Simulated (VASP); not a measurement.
# Ge (R-3m) in VASP: a series of runs

Ge is run at these levels: LDA; tasks: single point.

Everything below comes from runs of VASP 6.6.1. Logs are shortened: lines on timing, memory, paths and dates and some standing lists are left out, and cuts for length are marked.

## Step 1: The cell of the first run

Symmetry: R-3m, No. 166, trigonal system. The conventional cell has a = 4.015 Å, b = 4.015 Å, c = 9.679 Å, α = 90.00°, β = 90.00°, γ = 120.00°. Within 3.2 Å of Ge (site symmetry 3m) lie 4 Ge at 2.43 to 2.45 Å.

## Step 2: Single point, LDA (strained cell)

Contents of INCAR:

```
SYSTEM = Ge
PREC = Accurate
ENCUT = 520
EDIFF = 1E-6
ISMEAR = 0
SIGMA = 0.1
LREAL = .False.
LASPH = .True.
NELM = 80
ALGO = Normal
ISIF = 2
LWAVE = .False.
LCHARG = .False.
NBANDS = 21
```

Contents of KPOINTS:

```
regular mesh
0
Gamma
  12 12 12
  0 0 0
```

Contents of POSCAR:

```
Ge
1.0
   -0.0299825050      2.8089859384      2.8089859384
    2.8089859384     -0.0299825050      2.8089859384
    2.8089859384      2.8089859384     -0.0299825050
Ge
2
Direct
   -0.0007633767     -0.0007633767     -0.0007633767
    0.2507633767      0.2507633767      0.2507633767
```

Potentials or basis: VASP PAW LDA potentials, release 64 (Ge_d).

Command:

```bash
cat potpaw_LDA.64/Ge_d/POTCAR > POTCAR
mpirun -np 1 vasp_std > vasp.out
```

OUTCAR:

```text
SYSTEM = Ge
   PREC = Accurate
   ENCUT = 520
   EDIFF = 1E-6
   ISMEAR = 0
   LREAL = .False.
   LASPH = .True.
   NELM = 80
   ISIF = 2

 ion  position               nearest neighbor table
   1  0.999  0.999  0.999-   2 2.43   2 2.45   2 2.45   2 2.45
   2  0.251  0.251  0.251-   1 2.43   1 2.45   1 2.45   1 2.45

  LATTYP: Found a trigonal (rhomboedric) cell.
 ALAT       =     3.9726191555
 COS(alpha) =     0.4892983447

  Lattice vectors:

 A1 = (  -0.0299825050,   2.8089859384,   2.8089859384)
 A2 = (   2.8089859384,  -0.0299825050,   2.8089859384)
 A3 = (   2.8089859384,   2.8089859384,  -0.0299825050)

Analysis of symmetry for initial positions (statically):
=====================================================================
 Subroutine PRICEL returns:
 Original cell was already a primitive cell.

 Routine SETGRP: Setting up the symmetry group for a
 trigonal (rhombohedral) supercell.

 Subroutine GETGRP returns: Found 12 space group operations
 (whereof  6 operations were pure point group operations)
 out of a pool of 12 trial point group operations.

The static configuration has the point symmetry C_3v.
 The point group associated with its full space group is D_3d.

Analysis of symmetry for dynamics (positions and initial velocities):
=====================================================================
 Subroutine PRICEL returns:
 Original cell was already a primitive cell.

 Routine SETGRP: Setting up the symmetry group for a
 trigonal (rhombohedral) supercell.

 Subroutine GETGRP returns: Found 12 space group operations
 (whereof  6 operations were pure point group operations)
 out of a pool of 12 trial point group operations.

The dynamic configuration has the point symmetry C_3v.
 The point group associated with its full space group is D_3d.

 Subroutine INISYM returns: Found 12 space group operations
 (whereof  6 operations are pure point group operations),
 and found     1 'primitive' translations

----------------------------------------------------------------------------------------

                                     Primitive cell

  volume of cell :      45.0378

  direct lattice vectors                    reciprocal lattice vectors
    -0.029982505  2.808985938  2.808985938    -0.175175331  0.177065287  0.177065287
     2.808985938 -0.029982505  2.808985938     0.177065287 -0.175175331  0.177065287
     2.808985938  2.808985938 -0.029982505     0.177065287  0.177065287 -0.175175331

  length of vectors
[... 81 lines left out ...]
   NELM   =     80;   NELMIN=  2; NELMDL= -5     # of ELM steps
   EDIFF  = 0.1E-05   stopping-criterion for ELM
   LREAL  =      F    real-space projection
   EDIFFG = 0.1E-04   stopping-criterion for IOM
   NSW    =      0    number of steps for IOM
   IBRION =     -1    ionic relax: 0-MD 1-quasi-New 2-CG
   NFREE  =      0    steps in history (QN), initial steepest desc. (CG)
   ISIF   =      2    stress and relaxation
   ISYM   =      2    0-nonsym 1-usesym 2-fastsym
   POTIM  = 0.5000    time-step for ionic-motion
   TEBEG  =    0.0;   TEEND  =   0.0 temperature during run
   PSTRESS=    0.0 pullay stress
   NELECT =      28.0000    total number of electrons
   NUPDOWN=      -1.0000    fix difference up-down
   EMIN   =  10.00;   EMAX   =-10.00  energy-range for DOS
   EFERMI =   0.00;   METHOD = LEGACY
   ISMEAR =     0;   SIGMA  =   0.10  broadening in eV -4-tet -1-fermi 0-gaus
   EFERMI_NEDOS =   21; number of points for ismear=-14 and -15
   IALGO  =     38    algorithm
   IMIX   =      4    mixing-type and parameters
     AMIX     =   0.40;   BMIX     =  1.00
     AMIX_MAG =   1.60;   BMIX_MAG =  1.00
  volume/ion in A,a.u.               =      22.52       151.96
  Fermi-wavevector in a.u.,A,eV,Ry     =   1.397232  2.640386 26.562083  1.952258
  Thomas-Fermi vector in A             =   2.520509
   LORBIT       =      0    0 simple, 1 ext, 2 COOP (PROOUT), +10 PAW based schemes
   GGA     = CA    functional components
   LHFCALC =     F    Hartree Fock is set to
   AEXX    =    0.0000 exact exchange contribution
   IVDW    =     0    specifies the selected vdW correction
   LEPSILON=     F    determine dielectric tensor
   LRPA    =     F    only Hartree local field effects (RPA)
 non-spin polarized calculation
 Gauss-broadening in eV      SIGMA  =   0.10
  energy-cutoff  :      520.00
  volume of cell :       45.04
 maximum number of plane-waves:      1241
 NGX is ok and might be reduce to    30
   NGX = 15   NGY = 15   NGZ = 15

 number of electron      28.0000020 magnetization

 Free energy of the ion-electron system (eV)
  ---------------------------------------------------
  ext. energy  EPLUGINS =         0.00000000
  ---------------------------------------------------
  free energy    TOTEN  =       -10.38714071 eV

  energy without entropy =      -10.38677108  energy(sigma->0) =      -10.38695589

 E-fermi :   4.7595     XC(G=0): -10.3138

 val. band max:        4.7521600460   @ k =   0.4167   0.4167   0.4167
 cond. band min:       4.8677077796   @ k =   0.0000   0.0000   0.0000
 fundamental gap:      0.1155477336
 Fermi energy:         4.7595195263

 k-point     1 :       0.0000    0.0000    0.0000
  band No.  band energies     occupation
      1     -20.1797      2.00000
      2     -20.1681      2.00000
      3     -20.1681      2.00000
      4     -20.1347      2.00000
      5     -20.1347      2.00000
      6     -19.9260      2.00000
[... 565 lines left out ...]
     20      14.5155      0.00000
     21      15.0232      0.00000

 [... further k-points ...]

------------------------ aborting loop because EDIFF is reached ----------------------------------------

  FORCE on cell =-STRESS in cart. coord.  units (eV):
  Direction    XX          YY          ZZ          XY          YZ          ZX
  --------------------------------------------------------------------------------------
  -------------------------------------------------------------------------------------
  Total       -0.2240967     -0.2240967     -0.2240967      0.1709221      0.1709221      0.1709221
  in kB       -7.9720383     -7.9720383     -7.9720383      6.0804004      6.0804004      6.0804004
  external PRESSURE =      -7.9720383 kB  Pullay stress =       0.0000000 kB

 VOLUME and BASIS-vectors are now :
 -----------------------------------------------------------------------------
  energy-cutoff  :      520.00
  volume of cell :       45.04
      direct lattice vectors                 reciprocal lattice vectors
    -0.029982505  2.808985938  2.808985938    -0.175175331  0.177065287  0.177065287
     2.808985938 -0.029982505  2.808985938     0.177065287 -0.175175331  0.177065287
     2.808985938  2.808985938 -0.029982505     0.177065287  0.177065287 -0.175175331

 POSITION                                       TOTAL-FORCE (eV/Angst)
 -----------------------------------------------------------------------------------
      5.58372      5.58372      5.58372         0.000301      0.000301      0.000301
      1.40126      1.40126      1.40126        -0.000301     -0.000301     -0.000301
 -----------------------------------------------------------------------------------
    total drift:                                0.000000      0.000000      0.000000

  FREE ENERGIE OF THE ION-ELECTRON SYSTEM (eV)
  ---------------------------------------------------
  free  energy   TOTEN  =       -10.3871407085 eV

  energy  without entropy=      -10.3867710803  energy(sigma->0) =      -10.38695589
```

stdout:

```text
POSCAR found type information on POSCAR Ge
 POSCAR found :  1 types and       2 ions
 scaLAPACK will be used
 LDA part: xc-table for (Slater(with rela. corr.)+CA(PZ))
 , standard interpolation
 POSCAR, INCAR and KPOINTS ok, starting setup
 FFT: planning ... GRIDC
 FFT: planning ... GRID_SOFT
 FFT: planning ... GRID
 WAVECAR not read
 entering main loop
```

Wall time 3.4 min (1 thread of Intel Xeon 8259CL, shared host); peak memory 0.25 GiB.

What came out:

```
Free energy            : -10.3871 eV
Pressure               : -0.8 GPa
Band gap on the k mesh : zero (bands 14 and 15 overlap by 0.04 eV)
```

Stress tensor (GPa, compression positive):
```
-0.80  0.61  0.61
 0.61 -0.80  0.61
 0.61  0.61 -0.80
```

Levels at points of the mesh, in eV from the Fermi level:
| k point | band 11 | band 12 | band 13 | band 14 | band 15 | band 16 | band 17 | band 18 |
| --- | --- | --- | --- | --- | --- | --- | --- | --- |
| (0.00, 0.00, 0.00) | -12.83 | -0.09 | -0.03 | -0.03 | 0.11 | 2.50 | 2.50 | 2.66 |
| (0.50, 0.00, 0.00) | -10.75 | -7.65 | -1.40 | -1.33 | 0.15 | 3.74 | 3.79 | 7.02 |
| (0.50, 0.50, 0.00) | -8.95 | -8.90 | -3.14 | -3.01 | 0.59 | 0.76 | 9.41 | 9.50 |
| (0.50, 0.50, 0.50) | -10.65 | -7.62 | -1.48 | -1.48 | -0.07 | 3.67 | 3.67 | 6.89 |

Caveat: the cell differs from its parent crystal (strained cell); semilocal functionals underestimate gaps, and a narrow one can read as zero.

## Step 3: Single point, LDA (strained cell)

Contents of INCAR:

```
ALGO     = Normal         # electronic algorithm
EDIFF    = 1E-6           # SCF threshold, eV
ENCUT    = 520            # plane-wave cutoff, eV
GGA      = CA             # functional
ISIF     = 2              # what is computed and relaxed
ISMEAR   = 0              # smearing method
LASPH    = True           # aspherical terms in the spheres
LCHARG   = False          # write CHGCAR
LREAL    = False          # projectors in reciprocal space
LWAVE    = False          # write WAVECAR
NBANDS   = 21             # bands
NELM     = 80             # most SCF steps
PREC     = Accurate       # precision mode
SIGMA    = 0.1            # smearing width, eV
```

Contents of KPOINTS:

```
k-points
0
Gamma
  12 12 12
```

Contents of POSCAR:

```
Ge
1.0
   -0.0266301249      2.8123383186      2.8123383186
    2.8123383186     -0.0266301249      2.8123383186
    2.8123383186      2.8123383186     -0.0266301249
Ge
2
Direct
   -0.0006835805     -0.0006835805     -0.0006835805
    0.2506835805      0.2506835805      0.2506835805
```

Potentials or basis: VASP PAW LDA potentials, release 64 (Ge_d).

Command:

```bash
cat potpaw_LDA.64/Ge_d/POTCAR > POTCAR
mpirun -np 1 vasp_std > vasp.out
```

OUTCAR:

```text
EDIFF = 1E-6
   ENCUT = 520
   GGA = CA
   ISIF = 2
   ISMEAR = 0
   LASPH = True
   LREAL = False
   NELM = 80
   PREC = Accurate

 ion  position               nearest neighbor table
   1  0.999  0.999  0.999-   2 2.44   2 2.45   2 2.45   2 2.45
   2  0.251  0.251  0.251-   1 2.44   1 2.45   1 2.45   1 2.45

  LATTYP: Found a trigonal (rhomboedric) cell.
 ALAT       =     3.9773361437
 COS(alpha) =     0.4905089767

  Lattice vectors:

[... 763 lines left out ...]

 [... further k-points ...]

------------------------ aborting loop because EDIFF is reached ----------------------------------------

  FORCE on cell =-STRESS in cart. coord.  units (eV):
  Direction    XX          YY          ZZ          XY          YZ          ZX
  --------------------------------------------------------------------------------------
  -------------------------------------------------------------------------------------
  Total       -0.2577999     -0.2577999     -0.2577999      0.1504822      0.1504822      0.1504822
  in kB       -9.1545223     -9.1545223     -9.1545223      5.3436498      5.3436498      5.3436498
  external PRESSURE =      -9.1545223 kB  Pullay stress =       0.0000000 kB

 VOLUME and BASIS-vectors are now :
 -----------------------------------------------------------------------------
  energy-cutoff  :      520.00
  volume of cell :       45.12
      direct lattice vectors                 reciprocal lattice vectors
    -0.026630125  2.812338319  2.812338319    -0.175282498  0.176958120  0.176958120
     2.812338319 -0.026630125  2.812338319     0.176958120 -0.175282498  0.176958120
     2.812338319  2.812338319 -0.026630125     0.176958120  0.176958120 -0.175282498

 POSITION                                       TOTAL-FORCE (eV/Angst)
 -----------------------------------------------------------------------------------
      5.59422      5.59422      5.59422         0.001702      0.001702      0.001702
      1.40334      1.40334      1.40334        -0.001702     -0.001702     -0.001702
 -----------------------------------------------------------------------------------
    total drift:                                0.000000      0.000000      0.000000

  FREE ENERGIE OF THE ION-ELECTRON SYSTEM (eV)
  ---------------------------------------------------
  free  energy   TOTEN  =       -10.3872625462 eV

  energy  without entropy=      -10.3869002262  energy(sigma->0) =      -10.38708139
```

OSZICAR:

```text
N       E                     dE             d eps       ncg     rms          rms(c)
DAV:   1     0.189926683152E+03    0.18993E+03   -0.14615E+04  8864   0.358E+03
DAV:   2     0.172693441792E+02   -0.17266E+03   -0.16747E+03  7973   0.626E+02
DAV:   3    -0.965588971674E+01   -0.26925E+02   -0.26763E+02  9113   0.143E+02
DAV:   4    -0.105482585855E+02   -0.89237E+00   -0.89198E+00  8973   0.304E+01
DAV:   5    -0.105629155981E+02   -0.14657E-01   -0.14657E-01  9018   0.428E+00    0.329E+00
DAV:   6    -0.104456077721E+02    0.11731E+00   -0.36283E-02  8893   0.161E+00    0.189E+00
DAV:   7    -0.103865565302E+02    0.59051E-01   -0.73858E-02  8517   0.200E+00    0.140E-01
DAV:   8    -0.103872385882E+02   -0.68206E-03   -0.57715E-03  9128   0.869E-01    0.459E-02
DAV:   9    -0.103872653326E+02   -0.26744E-04   -0.10656E-04 10296   0.125E-01    0.144E-02
DAV:  10    -0.103872627900E+02    0.25426E-05   -0.10976E-05 11259   0.423E-02    0.427E-03
DAV:  11    -0.103872625462E+02    0.24383E-06   -0.12549E-06  7025   0.806E-03
   1 F= -.10387263E+02 E0= -.10387081E+02  d E =-.362320E-03
```

Wall time 3.4 min (1 thread of Intel Xeon 8259CL, shared host); peak memory 0.25 GiB.

Results:

* Free energy: -10.3873 eV
* Pressure: -0.9 GPa
* Band gap on the k mesh: zero (bands 14 and 15 overlap by 0.03 eV)

Forces on the atoms (eV/Å):
```
Ge   0.002  0.002  0.002
Ge  -0.002 -0.002 -0.002
```

Caveat: the cell differs from its parent crystal (strained cell); semilocal functionals underestimate gaps, and a narrow one can read as zero.

## Step 4: Single point, LDA

Contents of INCAR:

```
PREC = Accurate
ENCUT = 520
EDIFF = 1E-7
ISMEAR = 0
SIGMA = 0.01
LREAL = F
LASPH = T
NELM = 80
ALGO = Normal
ISIF = 2
LWAVE = F
LCHARG = F
NBANDS = 21
```

Contents of KPOINTS:

```
Automatic mesh
0
Gamma
  12 12 12
```

POSCAR is that of step 3.

Command:

```bash
cat potpaw_LDA.64/Ge_d/POTCAR > POTCAR
mpirun -np 1 vasp_std > vasp.out
```

It took 3.2 min on 1 thread of Intel Xeon 8259CL, shared host; peak memory 0.25 GiB.

The run converged. Its results:

```yaml
Free_energy: -10.3871 eV
Pressure: -1.0 GPa
Largest_force: 0.010 eV/Å
Band_gap_on_the_k_mesh: zero (bands 14 and 15 overlap by 0.03 eV)
```

Forces on the atoms (eV/Å):
```
Ge   0.006  0.006  0.006
Ge  -0.006 -0.006 -0.006
```

Stress tensor (GPa, compression positive):
```
-0.97  0.55  0.55
 0.55 -0.97  0.55
 0.55  0.55 -0.97
```

Levels at points of the mesh, in eV from the Fermi level:
| k point | band 11 | band 12 | band 13 | band 14 | band 15 | band 16 | band 17 | band 18 |
| --- | --- | --- | --- | --- | --- | --- | --- | --- |
| (0.00, 0.00, 0.00) | -12.79 | -0.08 | 0.00 | 0.00 | 0.13 | 2.53 | 2.53 | 2.67 |
| (0.50, 0.00, 0.00) | -10.71 | -7.62 | -1.37 | -1.31 | 0.17 | 3.76 | 3.81 | 7.05 |
| (0.50, 0.50, 0.00) | -8.92 | -8.87 | -3.10 | -2.99 | 0.63 | 0.78 | 9.43 | 9.50 |
| (0.50, 0.50, 0.50) | -10.63 | -7.59 | -1.44 | -1.44 | -0.03 | 3.70 | 3.70 | 6.92 |

Caveat: semilocal functionals underestimate gaps, and a narrow one can read as zero.

[end of part 1 of 2]

The gap in the log of VASP goes by the Fermi energy; the results here count the filled bands.